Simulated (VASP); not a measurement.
# W (Im-3m) in VASP: notebook

Runs on W. Level: PBE. Tasks: single point, relaxation of cell and atoms.

All numbers are computed with VASP 6.6.1; they aren't measurements. Logs are shortened: lines on timing, memory, paths and dates and some standing lists are left out, and cuts for length are marked.

### 1 The cell of the first run

Symmetry: Im-3m, No. 229, cubic system. The conventional cell has a = 3.250 Å, b = 3.250 Å, c = 3.250 Å, α = 90.00°, β = 90.00°, γ = 90.00°. W (site symmetry m-3m) has 14 W at 2.81 to 3.25 Å within 3.7 Å.

### 2 Single point, PBE

Contents of INCAR:

```
PREC = Accurate
ENCUT = 520
EDIFF = 1E-7
ISMEAR = -1
SIGMA = 0.05
LREAL = False
LASPH = True
NELM = 60
ALGO = Normal
ISIF = 2
LWAVE = False
LCHARG = False
GGA = PE
NBANDS = 13
```

Contents of KPOINTS:

```
regular mesh
0
Gamma
  18 18 18
```

Contents of POSCAR:

```
W
1.0
   -1.6247514968      1.6247514968      1.6247514968
    1.6247514968     -1.6247514968      1.6247514968
    1.6247514968      1.6247514968     -1.6247514968
W
1
Direct
    0.0000000000      0.0000000000      0.0000000000
```

Potentials or basis: VASP PAW PBE potentials, release 64 (W_sv).

Command:

```
> cat potpaw_PBE.64/W_sv/POTCAR > POTCAR
> mpirun -np 1 vasp_std > vasp.out
```

OUTCAR:

```text
PREC = Accurate
   ENCUT = 520
   EDIFF = 1E-7
   ISMEAR = -1
   LREAL = False
   LASPH = True
   NELM = 60
   ISIF = 2
   GGA = PE

 ion  position               nearest neighbor table
   1  0.000  0.000  0.000-

  LATTYP: Found a body centered cubic cell.
 ALAT       =     3.2495029936

  Lattice vectors:

 A1 = (  -1.6247514968,   1.6247514968,   1.6247514968)
 A2 = (   1.6247514968,  -1.6247514968,   1.6247514968)
 A3 = (   1.6247514968,   1.6247514968,  -1.6247514968)

Analysis of symmetry for initial positions (statically):
=====================================================================
 Subroutine PRICEL returns:
 Original cell was already a primitive cell.

 Routine SETGRP: Setting up the symmetry group for a
 body centered cubic supercell.

 Subroutine GETGRP returns: Found 48 space group operations
 (whereof 48 operations were pure point group operations)
 out of a pool of 48 trial point group operations.

The static configuration has the point symmetry O_h .

Analysis of symmetry for dynamics (positions and initial velocities):
=====================================================================
 Subroutine PRICEL returns:
 Original cell was already a primitive cell.

 Routine SETGRP: Setting up the symmetry group for a
 body centered cubic supercell.

 Subroutine GETGRP returns: Found 48 space group operations
 (whereof 48 operations were pure point group operations)
 out of a pool of 48 trial point group operations.

The dynamic configuration has the point symmetry O_h .

 Subroutine INISYM returns: Found 48 space group operations
 (whereof 48 operations are pure point group operations),
 and found     1 'primitive' translations

----------------------------------------------------------------------------------------

                                     Primitive cell

  volume of cell :      17.1562

  direct lattice vectors                    reciprocal lattice vectors
    -1.624751497  1.624751497  1.624751497     0.000000000  0.307739369  0.307739369
     1.624751497 -1.624751497  1.624751497     0.307739369  0.000000000  0.307739369
     1.624751497  1.624751497 -1.624751497     0.307739369  0.307739369  0.000000000

  length of vectors
     2.814152142  2.814152142  2.814152142     0.435209189  0.435209189  0.435209189

  position of ions in fractional coordinates (direct lattice)
     0.000000000  0.000000000  0.000000000

  ion indices of the primitive-cell ions
   primitive index   ion index
                 1           1

----------------------------------------------------------------------------------------

 KPOINTS: regular mesh

Automatic generation of k-mesh.
 Grid dimensions read from file:
 generate k-points for:   18   18   18

 Generating k-lattice:

  Cartesian coordinates                     Fractional coordinates (reciprocal lattice)
     0.000000000  0.017096632  0.017096632     0.055555556  0.000000000  0.000000000
     0.017096632  0.000000000  0.017096632     0.000000000  0.055555556  0.000000000
     0.017096632  0.017096632  0.000000000     0.000000000  0.000000000  0.055555556

  Length of vectors
     0.024178288  0.024178288  0.024178288

  Shift w.r.t. Gamma in fractional coordinates (k-lattice)
     0.000000000  0.000000000  0.000000000

 Subroutine IBZKPT returns following result:
 ===========================================

 Found    195 irreducible k-points:

 Following reciprocal coordinates:
            Coordinates               Weight
  0.000000  0.000000  0.000000      1.000000
  0.055556  0.000000  0.000000     12.000000
  0.111111  0.000000  0.000000     12.000000
  0.166667  0.000000  0.000000     12.000000
  0.222222  0.000000  0.000000     12.000000
  0.277778  0.000000  0.000000     12.000000
[... 16 lines left out ...]
  0.333333  0.111111  0.000000     48.000000
  0.388889  0.111111  0.000000     48.000000
 [... further k-points ...]
   k-points           NKPTS =    195   k-points in BZ     NKDIM =    195   number of bands    NBANDS=     13
   number of dos      NEDOS =    301   number of ions     NIONS =      1
   total plane-waves  NPLWV =  13824
   dimension x,y,z NGX =    24 NGY =   24 NGZ =   24
   dimension x,y,z NGXF=    48 NGYF=   48 NGZF=   48
   ions per type =               1
   NGX,Y,Z   is equivalent  to a cutoff of  14.18, 14.18, 14.18 a.u.
   NGXF,Y,Z  is equivalent  to a cutoff of  28.36, 28.36, 28.36 a.u.
 SYSTEM =  unknown system
   PREC   = accura    normal or accurate (medium, high low for compatibility)
   ISTART =      0    job   : 0-new  1-cont  2-samecut
   ICHARG =      2    charge: 1-file 2-atom 10-const
   ISPIN  =      1    spin polarized calculation?
   LNONCOLLINEAR =      F non collinear calculations
   LSORBIT =      F    spin-orbit coupling
   LASPH  =      T    aspherical Exc in radial PAW
   ENCUT  =  520.0 eV  38.22 Ry    6.18 a.u.   5.23  5.23  5.23*2*pi/ulx,y,z
   NELM   =     60;   NELMIN=  2; NELMDL= -5     # of ELM steps
   EDIFF  = 0.1E-06   stopping-criterion for ELM
   LREAL  =      F    real-space projection
   EDIFFG = 0.1E-05   stopping-criterion for IOM
   NSW    =      0    number of steps for IOM
   IBRION =     -1    ionic relax: 0-MD 1-quasi-New 2-CG
   NFREE  =      0    steps in history (QN), initial steepest desc. (CG)
   ISIF   =      2    stress and relaxation
   ISYM   =      2    0-nonsym 1-usesym 2-fastsym
   POTIM  = 0.5000    time-step for ionic-motion
   TEBEG  =    0.0;   TEEND  =   0.0 temperature during run
   PSTRESS=    0.0 pullay stress
   NELECT =      14.0000    total number of electrons
   NUPDOWN=      -1.0000    fix difference up-down
   EMIN   =  10.00;   EMAX   =-10.00  energy-range for DOS
   EFERMI =   0.00;   METHOD = LEGACY
   ISMEAR =    -1;   SIGMA  =   0.05  broadening in eV -4-tet -1-fermi 0-gaus
   EFERMI_NEDOS =   21; number of points for ismear=-14 and -15
   IALGO  =     38    algorithm
   IMIX   =      4    mixing-type and parameters
     AMIX     =   0.40;   BMIX     =  1.00
     AMIX_MAG =   1.60;   BMIX_MAG =  1.00
  volume/ion in A,a.u.               =      17.16       115.78
  Fermi-wavevector in a.u.,A,eV,Ry     =   1.529833  2.890964 31.842907  2.340388
  Thomas-Fermi vector in A             =   2.637399
   LORBIT       =      0    0 simple, 1 ext, 2 COOP (PROOUT), +10 PAW based schemes
   GGA     = PE    functional components
[... 5 lines left out ...]
 non-spin polarized calculation
  energy-cutoff  :      520.00
  volume of cell :       17.16
 maximum number of plane-waves:       476
 NGX is ok and might be reduce to    24
   NGX = 11   NGY = 11   NGZ = 11

 number of electron      13.9999998 magnetization

 Free energy of the ion-electron system (eV)
  ---------------------------------------------------
  ext. energy  EPLUGINS =         0.00000000
  ---------------------------------------------------
  free energy    TOTEN  =       -12.90011776 eV

  energy without entropy =      -12.89411660  energy(sigma->0) =      -12.89711718

 E-fermi :  10.3273     XC(G=0): -13.1978

 val. band max:       10.3267874206   @ k =  -0.2778   0.3333   0.2222
 cond. band min:      10.3284006149   @ k =  -0.2222   0.2778   0.1111
 fundamental gap:      0.0016131943
 Fermi energy:        10.3272717768

 k-point     1 :       0.0000    0.0000    0.0000
  band No.  band energies     occupation
      1     -63.9599      2.00000
      2     -27.6236      2.00000
      3     -27.6236      2.00000
      4     -27.6236      2.00000
      5       1.1392      2.00000
      6       9.2282      2.00000
      7       9.2282      2.00000
      8       9.2282      2.00000
      9      12.4073      0.00000
     10      12.4073      0.00000
     11      24.6624      0.00000
     12      24.6624      0.00000
     13      24.6624      0.00000

 k-point     2 :       0.0556    0.0000    0.0000
  band No.  band energies     occupation
      1     -63.9570      2.00000
      2     -27.6554      2.00000
      3     -27.6337      2.00000
      4     -27.6237      2.00000
      5       1.2756      2.00000
      6       9.1472      2.00000
      7       9.2106      2.00000
      8       9.3581      2.00000
      9      12.2804      0.00000
     10      12.4089      0.00000
     11      24.7747      0.00000
     12      24.8950      0.00000
     13      24.9759      0.00000

 k-point     3 :       0.1111    0.0000    0.0000
  band No.  band energies     occupation
      1     -63.9489      2.00000
      2     -27.7462      2.00000
      3     -27.6628      2.00000
      4     -27.6240      2.00000
      5       1.6712      2.00000
      6       8.9229      2.00000
      7       9.1336      2.00000
      8       9.7433      1.99998
      9      12.0037      0.00000
     10      12.4194      0.00000
     11      25.0485      0.00000
     12      25.5724      0.00000
     13      25.7645      0.00000
[... 305 lines left out ...]
 k-point    23 :       0.3333    0.1111    0.0000
  band No.  band energies     occupation
      1     -63.8736      2.00000
      2     -28.4818      2.00000
      3     -27.9409      2.00000
      4     -27.6697      2.00000
      5       4.8947      2.00000
      6       7.3882      2.00000
      7       9.0041      2.00000
      8      12.0942      0.00000
      9      13.1403      0.00000
     10      15.1525      0.00000
     11      21.3517      0.00000
     12      23.1370      0.00000
     13      26.9508      0.00000

 k-point    24 :       0.3889    0.1111    0.0000
  band No.  band energies     occupation
      1     -63.8659      2.00000
      2     -28.5501      2.00000
      3     -27.9750      2.00000
      4     -27.6706      2.00000
      5       4.9406      2.00000
      6       7.2586      2.00000
      7       9.6548      2.00000
      8      12.1631      0.00000
      9      13.3364      0.00000
     10      16.0853      0.00000
     11      20.1547      0.00000
     12      22.5007      0.00000
     13      26.0050      0.00000

 [... further k-points ...]

------------------------ aborting loop because EDIFF is reached ----------------------------------------

  FORCE on cell =-STRESS in cart. coord.  units (eV):
  Direction    XX          YY          ZZ          XY          YZ          ZX
  --------------------------------------------------------------------------------------
  -------------------------------------------------------------------------------------
  Total       -1.7183793     -1.7183793     -1.7183793      0.0000000      0.0000000     -0.0000000
  in kB     -160.4755201   -160.4755201   -160.4755201      0.0000000      0.0000000     -0.0000000
  external PRESSURE =    -160.4755201 kB  Pullay stress =       0.0000000 kB

 VOLUME and BASIS-vectors are now :
 -----------------------------------------------------------------------------
  energy-cutoff  :      520.00
  volume of cell :       17.16
      direct lattice vectors                 reciprocal lattice vectors
    -1.624751497  1.624751497  1.624751497     0.000000000  0.307739369  0.307739369
     1.624751497 -1.624751497  1.624751497     0.307739369  0.000000000  0.307739369
     1.624751497  1.624751497 -1.624751497     0.307739369  0.307739369  0.000000000

 POSITION                                       TOTAL-FORCE (eV/Angst)
 -----------------------------------------------------------------------------------
      0.00000      0.00000      0.00000        -0.000000     -0.000000     -0.000000
 -----------------------------------------------------------------------------------
    total drift:                                0.000000      0.000000      0.000000

  FREE ENERGIE OF THE ION-ELECTRON SYSTEM (eV)
  ---------------------------------------------------
  free  energy   TOTEN  =       -12.9001177559 eV

  energy  without entropy=      -12.8941165955  energy(sigma->0) =      -12.89711718
```

Run time: 13 s. Hardware: 1 thread of Intel Xeon 6975P-C (Granite Rapids), shared host; peak memory 0.17 GiB.

Results:

```yaml
Free_energy: -12.9001 eV
Pressure: -16.0 GPa
Band_gap_on_the_k_mesh: zero (bands 7 and 8 overlap by 5.72 eV)
```

Caveat: the cell stands under tension; spin-orbit coupling is left out, which moves the levels of the heavy elements.

### 3 Relaxation of cell and atoms, PBE

This run uses another cell than the first one, of 16.13 Å³/atom.

Contents of INCAR:

```
PREC     = Accurate       # precision mode
ENCUT    = 600            # plane-wave cutoff, eV
EDIFF    = 1E-6           # SCF threshold, eV
ISMEAR   = -1             # smearing method
SIGMA    = 0.05           # smearing width, eV
LREAL    = F              # projectors in reciprocal space
LASPH    = T              # aspherical terms in the spheres
NELM     = 100            # most SCF steps
ALGO     = Normal         # electronic algorithm
ISIF     = 3              # what is computed and relaxed
LWAVE    = F              # write WAVECAR
LCHARG   = F              # write CHGCAR
GGA      = PE             # functional
IBRION   = 2              # ionic algorithm
NSW      = 45             # ionic steps
EDIFFG   = -0.005         # ionic threshold
```

KPOINTS is that of step 2.

Contents of POSCAR:

```
W
1.0
   -1.5918097858      1.5918097858      1.5918097858
    1.5918097858     -1.5918097858      1.5918097858
    1.5918097858      1.5918097858     -1.5918097858
W
1
Direct
    0.0000000000      0.0000000000      0.0000000000
```

Potentials or basis: VASP PAW PBE potentials, release 64 (W_sv).

Command:

```
> cat potpaw_PBE.64/W_sv/POTCAR > POTCAR
> mpirun -np 1 vasp_std > vasp.out
```

It took 21 s on 1 thread of Intel Xeon 6975P-C (Granite Rapids), shared host; peak memory 0.17 GiB.

The run converged. Its results:

```
Free energy                           : -12.9524 eV
Relaxed volume                        : 16.16 Å³/atom
Relaxed cell                          : a = 2.759 Å, b = 2.759 Å, c = 2.759 Å, α = 109.47°, β = 109.47°, γ = 109.47°
Space group after relaxing (to 0.1 Å) : Im-3m (No. 229)
Energy gained by relaxing             : 0.0 meV/atom
Ionic steps                           : 3
Pressure after relaxing               : 0.0 GPa
Band gap on the k mesh                : zero (bands 7 and 8 overlap by 6.22 eV)
```

Final structure:
```cif
data_structure
_symmetry_space_group_name_H-M 'P 1'
_symmetry_Int_Tables_number 1
_cell_length_a 2.7587
_cell_length_b 2.7587
_cell_length_c 2.7587
_cell_angle_alpha 109.471
_cell_angle_beta 109.471
_cell_angle_gamma 109.471
_cell_volume 16.16
loop_
_atom_site_label
_atom_site_type_symbol
_atom_site_fract_x
_atom_site_fract_y
_atom_site_fract_z
_atom_site_occupancy
W1 W 0.00000 0.00000 0.00000 1
```

Levels at points of the mesh, in eV from the Fermi level:
| k point | band 4 | band 5 | band 6 | band 7 | band 8 | band 9 | band 10 | band 11 |
| --- | --- | --- | --- | --- | --- | --- | --- | --- |
| (0.00, 0.00, 0.00) | -37.79 | -9.53 | -1.19 | -1.19 | -1.19 | 2.22 | 2.22 | 14.47 |
| (0.50, 0.00, 0.00) | -37.80 | -6.15 | -3.47 | 0.61 | 2.10 | 3.06 | 5.98 | 10.77 |
| (0.50, 0.50, 0.50) | -38.64 | -5.68 | -5.68 | 5.03 | 5.03 | 5.03 | 8.09 | 8.09 |

Caveat: spin-orbit coupling is left out, which moves the levels of the heavy elements.
